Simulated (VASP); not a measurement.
## BiBrO: single point with LDA

The system is BiBrO.

```
Bi Br O
1.0
     3.81790    0.00000    0.00000
     0.00000    3.81790    0.00000
     0.00000    0.00000    7.75530
Bi Br O
2 2 2
Direct
  0.00000 0.50000 0.15756
  0.50000 0.00000 0.84244
  0.00000 0.50000 0.65172
  0.50000 0.00000 0.34828
  0.00000 0.00000 0.00000
  0.50000 0.50000 0.00000
```

```yaml
Program: VASP 6.6.1
Task: single point
Functional: LDA
Potentials_or_basis: VASP PAW LDA potentials, release 64 (Bi_d, Br, O)
Cutoff: 520 eV
k_mesh: 8 × 8 × 4
Occupations: gaussian, width 0.05 eV
Spin: no spin polarisation
Dipole_correction: no
Further_INCAR_settings: ALGO = Normal; EDIFF = 1e-06; NBANDS = 37
```

- Pressure: 6.0 GPa
- Largest force: 0.731 eV/Å
- Band gap on the k mesh: 2.01 eV (least direct gap 2.27 eV)

Forces on the atoms (eV/Å):
```
Bi   0.000  0.000  0.731
Bi   0.000  0.000 -0.731
Br   0.000  0.000 -0.218
Br   0.000  0.000  0.218
O    0.000  0.000  0.000
O    0.000  0.000  0.000
```

Stress tensor (GPa, compression positive):
```
6.43 0.00 0.00
0.00 6.43 0.00
0.00 0.00 5.02
```

Levels at points of the mesh, in eV from the valence-band top:
```
           k point  band 25  band 26  band 27  band 28  band 29  band 30  band 31  band 32
(0.00, 0.00, 0.00)    -1.43    -1.16    -1.16    -0.94     2.44     3.27     5.07     5.07
(0.50, 0.00, 0.00)    -0.90    -0.90    -0.17    -0.17     4.36     4.36     4.81     4.81
(0.50, 0.50, 0.00)    -1.35    -1.35    -1.07    -1.07     3.35     3.35     5.15     5.15
(0.00, 0.00, 0.50)    -1.14    -0.77    -0.77    -0.26     2.01     2.39     4.82     4.82
(0.50, 0.00, 0.50)    -0.91    -0.91    -0.15    -0.15     4.14     4.14     4.88     4.88
(0.50, 0.50, 0.50)    -1.59    -1.59    -1.35    -1.35     4.30     4.30     5.47     5.47
```

Wall time 83 s on 1 thread of AMD EPYC 9R45 96-Core Processor (Zen 5), with other jobs on the host, peak memory 0.25 GiB.

Caveat: the cell stands under pressure; spin-orbit coupling is left out, which moves the levels of the heavy elements. A k mesh can miss the band edges.
